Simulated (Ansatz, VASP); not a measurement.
Two plane-wave programs on AlCo3

File INCAR:

```
SYSTEM = AlCo3
PREC = Accurate ; ENCUT = 520
EDIFF = 1E-6 ; ISMEAR = 0
SIGMA = 0.1 ; LREAL = .False.
LASPH = .True. ; NELM = 150
ALGO = Normal ; ISIF = 2
LWAVE = .False. ; LCHARG = .False.
ISPIN = 2 ; MAGMOM = 0 3 3 3
LORBIT = 11 ; LMAXMIX = 4
GGA = PS ; NBANDS = 27
```

KPOINTS

```
Automatic mesh
0
Gamma
  12 12 12
  0 0 0
```

The input POSCAR:

```
AlCo3
1.0
    3.5266319691      0.0000000000      0.0000000000
    0.0000000000      3.5266319691      0.0000000000
    0.0000000000      0.0000000000      3.5266319691
Al Co
1 3
Direct
    0.0000000000      0.0000000000      0.0000000000
    0.5000000000      0.5000000000      0.0000000000
    0.5000000000      0.0000000000      0.5000000000
    0.0000000000      0.5000000000      0.5000000000
```

Input for Ansatz:

```yaml
crystal:
  lattice:
    - [3.5266319691, 0.0, 0.0]
    - [0.0, 3.5266319691, 0.0]
    - [0.0, 0.0, 3.5266319691]
  atoms:
    - { symbol: Al, position: [0.0, 0.0, 0.0] }
    - { symbol: Co, position: [0.5, 0.5, 0.0], spin: 3.0 }
    - { symbol: Co, position: [0.5, 0.0, 0.5], spin: 3.0 }
    - { symbol: Co, position: [0.0, 0.5, 0.5], spin: 3.0 }
basis:
  ecutwfc: 420
kpoints:
  mp_grid: { grid: [12, 12, 12] }
hamiltonian:
  xc: pbesol
scf:
  occupations: { method: gaussian, width: 0.1 }
  lower_state_search: "off"
output:
  forces: true
  stress: true
  eigenvalues: true
  populations: true
magnetization:
  spin_polarized: true
```

Alike in both runs: task single point; functional PBEsol; k mesh 12 × 12 × 12; occupations gaussian, width 0.1 eV; collinear spin.

|  | VASP | Ansatz |
| --- | --- | --- |
| version | VASP 6.6.1 | Ansatz 0.2.0 |
| potentials or method | VASP PAW PBE potentials, release 64 (Al, Co), cutoff 520 eV | scalar-relativistic, plane waves, PAW |
| valence electrons in the cell | 30 | 54 |

Ansatz gave:

| Quantity | Value |
| --- | --- |
| gap on the k mesh at the Fermi level (eV) | none |
| pressure (GPa) | 0.5 |
| net moment per atom (μB) | 0.95 |
| size of the moment on the site where the two differ most (μB) | 1.32 |

Problem. Estimate VASP's values.

Solution. gap on the k mesh at the Fermi level (eV): none; pressure (GPa): 0.1; net moment per atom (μB): 0.94; size of the moment on the site where the two differ most (μB): 1.29.

VASP's potentials were made for PBE, not for PBEsol. Site moments also hang on the region over which each program counts them. A gap of «none» marks a metal or a gap that the smearing closes. VASP's potentials hold 30 valence electrons a cell and Ansatz's 54, so a difference there can come from the potentials and not from the codes.
